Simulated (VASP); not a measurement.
# BAs (I-4m2) in VASP: notebook

The runs below take BAs through single point, with PBE.

Program: VASP 6.6.1. These are calculated values, not measurements. Logs are shortened: lines on timing, memory, paths and dates and some standing lists are left out, and cuts for length are marked.

## Step 1: The cell of the first run

Symmetry: I-4m2, No. 119, tetragonal system. Conventional cell: a = 3.590 Å, b = 3.590 Å, c = 4.315 Å, α = 90.00°, β = 90.00°, γ = 90.00°. B (site symmetry -4m2) has 4 As at 2.09 Å within 2.8 Å. Within 2.8 Å of As (site symmetry -4m2) lie 4 B at 2.09 Å.

## Step 2: Single point, PBE

The input, INCAR:

```
ALGO     = Normal         # electronic algorithm
EDIFF    = 1E-7           # SCF threshold, eV
ENCUT    = 520            # plane-wave cutoff, eV
GGA      = PE             # functional
ISIF     = 2              # what is computed and relaxed
ISMEAR   = 0              # smearing method
LASPH    = True           # aspherical terms in the spheres
LCHARG   = True           # write CHGCAR
LELF     = True           # ELF
LREAL    = False          # projectors in reciprocal space
LVHAR    = True         
LWAVE    = False          # write WAVECAR
NBANDS   = 11             # bands
NELM     = 60             # most SCF steps
PREC     = Accurate       # precision mode
SIGMA    = 0.05           # smearing width, eV
```

The input, KPOINTS:

```
k-points
0
Gamma
  12 12 12
```

The input, POSCAR:

```
BAs
1.0
    0.0000000000      2.5382579788      2.1575192820
    2.5382579788      0.0000000000      2.1575192820
    2.5382579788      2.5382579788      0.0000000000
B As
1 1
Direct
    0.0000000000      0.0000000000      0.0000000000
    0.7500000000      0.7500000000      0.7500000000
```

Potentials or basis: VASP PAW PBE potentials, release 64 (B, As).

Command:

```
$ cat potpaw_PBE.64/B/POTCAR potpaw_PBE.64/As/POTCAR > POTCAR
$ mpirun -np 1 vasp_std > vasp.out
```

OUTCAR:

```text
EDIFF = 1E-7
   ENCUT = 520
   GGA = PE
   ISIF = 2
   ISMEAR = 0
   LASPH = True
   LREAL = False
   NELM = 60
   PREC = Accurate

 ion  position               nearest neighbor table
   1  0.000  0.000  0.000-   2 2.09   2 2.09   2 2.09   2 2.09
   2  0.750  0.750  0.750-   1 2.09   1 2.09   1 2.09   1 2.09

  LATTYP: Found a body centered tetragonal cell.
 ALAT       =     3.5896388584
 C/A-ratio  =     1.2020815280

  Lattice vectors:

 A1 = (   0.0000000000,  -2.5382579788,  -2.1575192820)
 A2 = (   0.0000000000,   2.5382579788,  -2.1575192820)
 A3 = (   2.5382579788,   0.0000000000,   2.1575192820)

Analysis of symmetry for initial positions (statically):
=====================================================================
 Subroutine PRICEL returns:
 Original cell was already a primitive cell.

 Routine SETGRP: Setting up the symmetry group for a
 body centered tetragonal supercell.

 Subroutine GETGRP returns: Found  8 space group operations
 (whereof  8 operations were pure point group operations)
 out of a pool of 16 trial point group operations.

The static configuration has the point symmetry D_2d.

Analysis of symmetry for dynamics (positions and initial velocities):
=====================================================================
 Subroutine PRICEL returns:
 Original cell was already a primitive cell.

 Routine SETGRP: Setting up the symmetry group for a
 body centered tetragonal supercell.

 Subroutine GETGRP returns: Found  8 space group operations
 (whereof  8 operations were pure point group operations)
 out of a pool of 16 trial point group operations.

The dynamic configuration has the point symmetry D_2d.

 Subroutine INISYM returns: Found  8 space group operations
 (whereof  8 operations are pure point group operations),
 and found     1 'primitive' translations

----------------------------------------------------------------------------------------

                                     Primitive cell

  volume of cell :      27.8007

  direct lattice vectors                    reciprocal lattice vectors
     0.000000000  2.538257979  2.157519282    -0.196985493  0.196985493  0.231747639
     2.538257979  0.000000000  2.157519282     0.196985493 -0.196985493  0.231747639
     2.538257979  2.538257979  0.000000000     0.196985493  0.196985493 -0.231747639

  length of vectors
     3.331312507  3.331312507  3.589638858     0.362372098  0.362372098  0.362372098

  position of ions in fractional coordinates (direct lattice)
     0.000000000  0.000000000  0.000000000
     0.750000000  0.750000000  0.750000000

  ion indices of the primitive-cell ions
   primitive index   ion index
                 1           1
                 2           2

----------------------------------------------------------------------------------------

 KPOINTS: k-points

Automatic generation of k-mesh.
 Grid dimensions read from file:
 generate k-points for:   12   12   12

 Generating k-lattice:

  Cartesian coordinates                     Fractional coordinates (reciprocal lattice)
    -0.016415458  0.016415458  0.019312303     0.083333333  0.000000000  0.000000000
     0.016415458 -0.016415458  0.019312303     0.000000000  0.083333333  0.000000000
     0.016415458  0.016415458 -0.019312303     0.000000000  0.000000000  0.083333333

  Length of vectors
     0.030197675  0.030197675  0.030197675

  Shift w.r.t. Gamma in fractional coordinates (k-lattice)
     0.000000000  0.000000000  0.000000000

 Subroutine IBZKPT returns following result:
 ===========================================

 Found    163 irreducible k-points:

 Following reciprocal coordinates:
            Coordinates               Weight
  0.000000  0.000000  0.000000      1.000000
  0.083333 -0.000000  0.000000      8.000000
  0.166667  0.000000  0.000000      8.000000
  0.250000 -0.000000  0.000000      8.000000
  0.333333 -0.000000  0.000000      8.000000
  0.416667 -0.000000  0.000000      8.000000
[... 16 lines left out ...]
  0.500000  0.166667  0.000000      8.000000
 -0.416667  0.166667  0.000000      8.000000
 [... further k-points ...]
   k-points           NKPTS =    163   k-points in BZ     NKDIM =    163   number of bands    NBANDS=     11
   number of dos      NEDOS =    301   number of ions     NIONS =      2
   total plane-waves  NPLWV =  21952
   dimension x,y,z NGX =    28 NGY =   28 NGZ =   28
   dimension x,y,z NGXF=    56 NGYF=   56 NGZF=   56
   ions per type =               1   1
   NGX,Y,Z   is equivalent  to a cutoff of  13.97, 13.97, 12.97 a.u.
   NGXF,Y,Z  is equivalent  to a cutoff of  27.95, 27.95, 25.94 a.u.
 SYSTEM =  unknown system
   PREC   = accura    normal or accurate (medium, high low for compatibility)
   ISTART =      0    job   : 0-new  1-cont  2-samecut
   ICHARG =      2    charge: 1-file 2-atom 10-const
   ISPIN  =      1    spin polarized calculation?
   LNONCOLLINEAR =      F non collinear calculations
   LSORBIT =      F    spin-orbit coupling
   LASPH  =      T    aspherical Exc in radial PAW
   ENCUT  =  520.0 eV  38.22 Ry    6.18 a.u.   6.19  6.19  6.67*2*pi/ulx,y,z
   NELM   =     60;   NELMIN=  2; NELMDL= -5     # of ELM steps
   EDIFF  = 0.1E-06   stopping-criterion for ELM
   LREAL  =      F    real-space projection
   EDIFFG = 0.1E-05   stopping-criterion for IOM
   NSW    =      0    number of steps for IOM
   IBRION =     -1    ionic relax: 0-MD 1-quasi-New 2-CG
   NFREE  =      0    steps in history (QN), initial steepest desc. (CG)
   ISIF   =      2    stress and relaxation
   ISYM   =      2    0-nonsym 1-usesym 2-fastsym
   POTIM  = 0.5000    time-step for ionic-motion
   TEBEG  =    0.0;   TEEND  =   0.0 temperature during run
   PSTRESS=    0.0 pullay stress
   NELECT =       8.0000    total number of electrons
   NUPDOWN=      -1.0000    fix difference up-down
   EMIN   =  10.00;   EMAX   =-10.00  energy-range for DOS
   EFERMI =   0.00;   METHOD = LEGACY
   ISMEAR =     0;   SIGMA  =   0.05  broadening in eV -4-tet -1-fermi 0-gaus
   EFERMI_NEDOS =   21; number of points for ismear=-14 and -15
   IALGO  =     38    algorithm
   IMIX   =      4    mixing-type and parameters
     AMIX     =   0.40;   BMIX     =  1.00
     AMIX_MAG =   1.60;   BMIX_MAG =  1.00
  volume/ion in A,a.u.               =      13.90        93.80
  Fermi-wavevector in a.u.,A,eV,Ry     =   1.080818  2.042451 15.893898  1.168169
  Thomas-Fermi vector in A             =   2.216819
   LORBIT       =      0    0 simple, 1 ext, 2 COOP (PROOUT), +10 PAW based schemes
   GGA     = PE    functional components
   LHFCALC =     F    Hartree Fock is set to
   AEXX    =    0.0000 exact exchange contribution
   IVDW    =     0    specifies the selected vdW correction
   LEPSILON=     F    determine dielectric tensor
   LRPA    =     F    only Hartree local field effects (RPA)
 non-spin polarized calculation
 Gauss-broadening in eV      SIGMA  =   0.05
  energy-cutoff  :      520.00
  volume of cell :       27.80
 maximum number of plane-waves:       764
 NGX is ok and might be reduce to    28
   NGX = 13   NGY = 13   NGZ = 13

 number of electron       8.0000000 magnetization

 Free energy of the ion-electron system (eV)
  ---------------------------------------------------
  ext. energy  EPLUGINS =         0.00000000
  ---------------------------------------------------
  free energy    TOTEN  =       -11.15871890 eV

  energy without entropy =      -11.15842398  energy(sigma->0) =      -11.15857144

 E-fermi :   6.1418     XC(G=0): -10.5349

 val. band max:        6.1189134994   @ k =   0.4167   0.3333   0.0000
 cond. band min:       6.1832228090   @ k =   0.5000   0.4167   0.0000
 fundamental gap:      0.0643093096
 Fermi energy:         6.1418277320

 k-point     1 :       0.0000    0.0000    0.0000
  band No.  band energies     occupation
      1      -9.2842      2.00000
      2       5.4833      2.00000
      3       5.4833      2.00000
      4       6.7910      0.00000
      5       8.6315      0.00000
      6       9.6966      0.00000
      7       9.6966      0.00000
      8      10.1152      0.00000
      9      15.5309      0.00000
     10      16.7370      0.00000
     11      18.7280      0.00000

 k-point     2 :       0.0833   -0.0000    0.0000
  band No.  band energies     occupation
      1      -9.1705      2.00000
      2       4.7363      2.00000
      3       5.2486      2.00000
      4       6.3504      0.00000
      5       8.7007      0.00000
      6       9.8189      0.00000
      7       9.9155      0.00000
      8      10.9177      0.00000
      9      15.9733      0.00000
     10      16.3451      0.00000
     11      17.7410      0.00000

 k-point     3 :       0.1667    0.0000    0.0000
  band No.  band energies     occupation
      1      -8.8334      2.00000
      2       3.0014      2.00000
      3       4.7259      2.00000
      4       5.8484      2.00000
      5       8.5920      0.00000
      6      10.2121      0.00000
      7      10.2839      0.00000
      8      12.4079      0.00000
      9      16.1736      0.00000
     10      16.4030      0.00000
     11      17.7715      0.00000
[... 267 lines left out ...]
 k-point    23 :       0.5000    0.1667    0.0000
  band No.  band energies     occupation
      1      -6.1069      2.00000
      2      -2.2118      2.00000
      3       2.5466      2.00000
      4       3.1873      2.00000
      5       7.9051      0.00000
      6      11.7116      0.00000
      7      11.7540      0.00000
      8      13.0406      0.00000
      9      18.3724      0.00000
     10      20.8387      0.00000
     11      21.0605      0.00000

 k-point    24 :      -0.4167    0.1667    0.0000
  band No.  band energies     occupation
      1      -6.1964      2.00000
      2      -2.1194      2.00000
      3       2.7390      2.00000
      4       2.9520      2.00000
      5       7.9678      0.00000
      6      11.5528      0.00000
      7      11.9800      0.00000
      8      14.0942      0.00000
      9      17.3788      0.00000
     10      19.1404      0.00000
     11      20.8402      0.00000

 [... further k-points ...]

------------------------ aborting loop because EDIFF is reached ----------------------------------------

  FORCE on cell =-STRESS in cart. coord.  units (eV):
  Direction    XX          YY          ZZ          XY          YZ          ZX
  --------------------------------------------------------------------------------------
  -------------------------------------------------------------------------------------
  Total       -1.3494639     -1.3494639      2.7661904      0.0000000      0.0000000      0.0000000
  in kB      -77.7706341    -77.7706341    159.4176681      0.0000000      0.0000000      0.0000000
  external PRESSURE =       1.2921333 kB  Pullay stress =       0.0000000 kB

 VOLUME and BASIS-vectors are now :
 -----------------------------------------------------------------------------
  energy-cutoff  :      520.00
  volume of cell :       27.80
      direct lattice vectors                 reciprocal lattice vectors
     0.000000000  2.538257979  2.157519282    -0.196985493  0.196985493  0.231747639
     2.538257979  0.000000000  2.157519282     0.196985493 -0.196985493  0.231747639
     2.538257979  2.538257979  0.000000000     0.196985493  0.196985493 -0.231747639

 POSITION                                       TOTAL-FORCE (eV/Angst)
 -----------------------------------------------------------------------------------
      0.00000      0.00000      0.00000        -0.000000     -0.000000     -0.000000
      3.80739      3.80739      3.23628         0.000000      0.000000      0.000000
 -----------------------------------------------------------------------------------
    total drift:                               -0.000000     -0.000000      0.000000

  FREE ENERGIE OF THE ION-ELECTRON SYSTEM (eV)
  ---------------------------------------------------
  free  energy   TOTEN  =       -11.1587189003 eV

  energy  without entropy=      -11.1584239839  energy(sigma->0) =      -11.15857144
```

Wall time 22 s (1 thread of Intel Xeon 6975P-C (Granite Rapids), shared host); peak memory 0.19 GiB.

Results:

```
Free energy            : -11.1587 eV
Pressure               : 0.1 GPa
Band gap on the k mesh : zero (band 4 reaches 6.79 eV, above the bottom of band 5 at 5.80 eV)
```

Levels at points of the mesh, in eV from the Fermi level:
```tsv
k point	band 2	band 3	band 4	band 5	band 6	band 7
(0.00, 0.00, 0.00)	-0.66	-0.66	0.65	2.49	3.55	3.55
(0.50, 0.00, 0.00)	-8.82	-2.81	-1.22	1.53	3.91	5.92
(0.50, 0.50, 0.00)	-7.70	-5.12	-5.12	0.06	0.10	10.93
(0.50, 0.00, 0.50)	-9.03	-3.69	-3.47	1.98	1.99	9.28
```

[end of part 1 of 2]
